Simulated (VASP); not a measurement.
# Pd (Fm-3m) in VASP: a series of runs, part 2 of 2

VASP 6.6.1.

## Step 3: Single point, PBE

Input file INCAR:

```
SYSTEM = Pd
PREC = Accurate ; ENCUT = 520
EDIFF = 1E-7 ; ISMEAR = -1
SIGMA = 0.01 ; LREAL = .False.
LASPH = .True. ; NELM = 100
ALGO = Normal ; ISIF = 2
LWAVE = .False. ; LCHARG = .True.
GGA = PE ; LELF = .True.
LVHAR = .True. ; NBANDS = 11
```

Input file KPOINTS:

```
regular mesh
0
Gamma
  14 14 14
  0 0 0
```

Input file POSCAR:

```
Pd
1.0
    0.0000000000      1.9734737307      1.9734737307
    1.9734737307      0.0000000000      1.9734737307
    1.9734737307      1.9734737307      0.0000000000
Pd
1
Direct
    0.0000000000      0.0000000000      0.0000000000
```

Potentials or basis: VASP PAW PBE potentials, release 64 (Pd).

Started as:

```console
> cat potpaw_PBE.64/Pd/POTCAR > POTCAR
> mpirun -np 1 vasp_std > vasp.out
```

OUTCAR:

```text
SYSTEM = Pd
   PREC = Accurate
   ENCUT = 520
   EDIFF = 1E-7
   ISMEAR = -1
   LREAL = .False.
   LASPH = .True.
   NELM = 100
   ISIF = 2
   GGA = PE

 ion  position               nearest neighbor table
   1  0.000  0.000  0.000-

  LATTYP: Found a face centered cubic cell.
 ALAT       =     3.9469474614

  Lattice vectors:

 A1 = (   0.0000000000,   1.9734737307,   1.9734737307)
 A2 = (   1.9734737307,   0.0000000000,   1.9734737307)
 A3 = (   1.9734737307,   1.9734737307,   0.0000000000)

Analysis of symmetry for initial positions (statically):
=====================================================================
 Subroutine PRICEL returns:
 Original cell was already a primitive cell.

 Routine SETGRP: Setting up the symmetry group for a
 face centered cubic supercell.

 Subroutine GETGRP returns: Found 48 space group operations
 (whereof 48 operations were pure point group operations)
 out of a pool of 48 trial point group operations.

The static configuration has the point symmetry O_h .

Analysis of symmetry for dynamics (positions and initial velocities):
=====================================================================
 Subroutine PRICEL returns:
 Original cell was already a primitive cell.
[... 158 lines left out ...]
 fundamental gap:      0.0158337010
 Fermi energy:         9.0994872431

 k-point     1 :       0.0000    0.0000    0.0000
  band No.  band energies     occupation
      1       2.2772      2.00000
      2       6.4475      2.00000
      3       6.4475      2.00000
      4       6.4475      2.00000
      5       7.9539      2.00000
      6       7.9539      2.00000
      7      26.2648      0.00000
      8      30.8089      0.00000
      9      30.8089      0.00000
     10      30.8089      0.00000
     11      35.4309      0.00000
[... 309 lines left out ...]
 k-point    24 :       0.2857    0.1429    0.0000
  band No.  band energies     occupation
      1       4.3207      2.00000
      2       5.7333      2.00000
      3       6.7362      2.00000
      4       7.1270      2.00000
      5       8.1066      2.00000
      6       8.4871      2.00000
      7      24.1175      0.00000
      8      27.5089      0.00000
      9      28.4511      0.00000
     10      30.4062      0.00000
     11      34.5918      0.00000

 [... further k-points ...]
[... 5 lines left out ...]
  --------------------------------------------------------------------------------------
  -------------------------------------------------------------------------------------
  Total       -0.0687675     -0.0687675     -0.0687675      0.0000000      0.0000000      0.0000000
  in kB       -7.1675356     -7.1675356     -7.1675356      0.0000000      0.0000000      0.0000000
  external PRESSURE =      -7.1675356 kB  Pullay stress =       0.0000000 kB

 VOLUME and BASIS-vectors are now :
 -----------------------------------------------------------------------------
  energy-cutoff  :      520.00
  volume of cell :       15.37
      direct lattice vectors                 reciprocal lattice vectors
     0.000000000  1.973473731  1.973473731    -0.253360352  0.253360352  0.253360352
     1.973473731  0.000000000  1.973473731     0.253360352 -0.253360352  0.253360352
     1.973473731  1.973473731  0.000000000     0.253360352  0.253360352 -0.253360352

 POSITION                                       TOTAL-FORCE (eV/Angst)
 -----------------------------------------------------------------------------------
      0.00000      0.00000      0.00000         0.000000      0.000000      0.000000
 -----------------------------------------------------------------------------------
    total drift:                                0.000000     -0.000000     -0.000000

  FREE ENERGIE OF THE ION-ELECTRON SYSTEM (eV)
  ---------------------------------------------------
  free  energy   TOTEN  =        -5.2064423146 eV

  energy  without entropy=       -5.2052947800  energy(sigma->0) =       -5.20586855
```

OSZICAR:

```text
N       E                     dE             d eps       ncg     rms          rms(c)
DAV:   1     0.412022578738E+02    0.41202E+02   -0.51745E+03  2320   0.852E+02
DAV:   2    -0.492563600186E+01   -0.46128E+02   -0.44360E+02  2591   0.179E+02
DAV:   3    -0.548133948691E+01   -0.55570E+00   -0.54921E+00  2712   0.208E+01
DAV:   4    -0.548394466812E+01   -0.26052E-02   -0.26049E-02  2725   0.152E+00
DAV:   5    -0.548397448746E+01   -0.29819E-04   -0.29820E-04  3028   0.145E-01    0.690E+00
DAV:   6    -0.521694485353E+01    0.26703E+00   -0.11597E+00  2756   0.875E+00    0.339E+00
DAV:   7    -0.520967781018E+01    0.72670E-02   -0.69594E-03  2844   0.651E-01    0.187E+00
DAV:   8    -0.520643518826E+01    0.32426E-02   -0.92978E-04  2832   0.207E-01    0.369E-02
DAV:   9    -0.520643931329E+01   -0.41250E-05   -0.16854E-05  2969   0.340E-02    0.134E-02
DAV:  10    -0.520644256929E+01   -0.32560E-05   -0.22670E-06  2881   0.142E-02    0.262E-03
DAV:  11    -0.520644232135E+01    0.24794E-06   -0.21557E-08  2420   0.148E-03    0.341E-04
DAV:  12    -0.520644231462E+01    0.67242E-08   -0.22496E-09  1825   0.415E-04
   1 F= -.52064423E+01 E0= -.52058685E+01  d E =-.114753E-02
```

It took 9.8 s on 1 thread of Intel Xeon 6975P-C, shared host; peak memory 0.15 GiB.

What came out:

```
Free energy            : -5.2064 eV
Pressure               : -0.7 GPa
Band gap on the k mesh : zero (band 5 reaches 9.37 eV, above the bottom of band 6 at 7.89 eV)
```

## Step 4: Single point, PBE

Input file INCAR:

```
SYSTEM = Pd
ALGO = Normal
EDIFF = 1E-7
ENCUT = 520
GGA = PE
ISIF = 2
ISMEAR = -1
LASPH = .TRUE.
LCHARG = .FALSE.
LREAL = .FALSE.
LWAVE = .FALSE.
NBANDS = 11
NELM = 80
PREC = Accurate
SIGMA = 0.03
```

Input file KPOINTS:

```
k-points
0
G
  14 14 14
  0 0 0
```

POSCAR is that of step 3.

Started as:

```console
> cat potpaw_PBE.64/Pd/POTCAR > POTCAR
> mpirun -np 1 vasp_std > vasp.out
```

Wall time 7.9 s (1 thread of Intel Xeon 6975P-C, shared host); peak memory 0.15 GiB.

The run converged. Its results:

| Property | Result |
| --- | --- |
| Free energy | -5.2110 eV |
| Pressure | -0.6 GPa |
| Band gap on the k mesh | zero (band 5 reaches 9.37 eV, above the bottom of band 6 at 7.89 eV) |

Levels at points of the mesh, in eV from the Fermi level:
```csv
k point,band 2,band 3,band 4,band 5,band 6,band 7,band 8,band 9
"(0.00, 0.00, 0.00)",-2.65,-2.65,-2.65,-1.15,-1.15,17.16,21.71,21.71
"(0.50, 0.00, 0.00)",-2.70,-2.70,-0.03,-0.03,1.10,7.00,16.51,20.70
"(0.50, 0.50, 0.00)",-4.78,-0.05,0.27,0.27,3.35,10.35,12.98,12.98
```

## Step 5: Single point, PBE

Input file INCAR:

```
ALGO = Normal ; EDIFF = 1E-6
ENCUT = 520 ; GGA = PE
ISIF = 2 ; ISMEAR = -1
LASPH = T ; LCHARG = T
LELF = T ; LREAL = F
LVHAR = T ; LWAVE = F
NBANDS = 11 ; NELM = 100
PREC = Accurate ; SIGMA = 0.2
```

Input file KPOINTS:

```
k-points
0
Gamma
  14 14 14
```

POSCAR is that of step 4.

Started as:

```console
> cat potpaw_PBE.64/Pd/POTCAR > POTCAR
> mpirun -np 1 vasp_std > vasp.out
```

It took 9.1 s on 1 thread of Intel Xeon 6975P-C, shared host; peak memory 0.15 GiB.

It converged, with:

```
Free energy            : -5.3357 eV
Pressure               : 0.3 GPa
Band gap on the k mesh : zero (band 5 reaches 9.37 eV, above the bottom of band 6 at 7.88 eV)
```

Levels at points of the mesh, in eV from the Fermi level:
```csv
k point,band 1,band 2,band 3,band 4,band 5,band 6,band 7,band 8,band 9,band 10
"(0.00, 0.00, 0.00)",-6.92,-2.75,-2.75,-2.75,-1.25,-1.25,17.08,21.61,21.61,21.61
"(0.50, 0.00, 0.00)",-5.07,-2.79,-2.79,-0.13,-0.13,1.01,6.91,16.42,20.61,20.61
"(0.50, 0.50, 0.00)",-5.15,-4.87,-0.16,0.17,0.17,3.26,10.25,12.89,12.89,20.87
```

## Step 6: Summary

```tsv
spin	k mesh	smearing	gap on the mesh (eV)	pressure (GPa)
collinear, ferromagnetic start	7 × 7 × 7	fermi-dirac 0.1 eV	none	0.0
off	14 × 14 × 14	fermi-dirac 0.01 eV	none	-0.7
off	14 × 14 × 14	fermi-dirac 0.03 eV	none	-0.6
off	14 × 14 × 14	fermi-dirac 0.2 eV	none	0.3
```

Alike in all rows: task single point; level PBE; potentials or basis VASP PAW PBE potentials, release 64 (Pd); cell a = 2.791 Å, angles 60.0°, 1 atom; cutoff (eV) 520.

Caveats: some runs use coarse meshes.

Absolute energies hang on the potentials; compare differences alone.
